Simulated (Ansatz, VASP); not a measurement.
## Two plane-wave programs on Ti

```
CELL_PARAMETERS angstrom
3.28431 0.00000 0.00000
0.00000 3.28431 0.00000
0.00000 0.00000 3.28431
ATOMIC_POSITIONS crystal
Ti 0.00000 0.00000 0.00000
Ti 0.50000 0.50000 0.50000
```

Change from the starting cell: equal strain along all axes, cell held, atoms relaxed: +1.0 %.

Alike in both runs: task single point; functional r2SCAN; k mesh 16 × 16 × 16; occupations gaussian, width 0.1 eV; no spin polarisation.

|  | VASP | Ansatz |
| --- | --- | --- |
| version | VASP 6.6.1 | Ansatz 0.2.0 |
| potentials or method | VASP PAW PBE potentials, release 64 (Ti_sv), cutoff 520 eV | scalar-relativistic, plane waves, PAW |
| valence electrons in the cell | 24 | 24 |

VASP gave:

| Property | Result |
| --- | --- |
| gap on the k mesh at the Fermi level (eV) | none |
| pressure (GPa) | -2.8 |

Question: Which values does Ansatz return?

Answer: gap on the k mesh at the Fermi level (eV): none; pressure (GPa): -3.1.

VASP's potentials were made for PBE, not for r2SCAN. A gap of «none» marks a metal or a gap that the smearing closes.
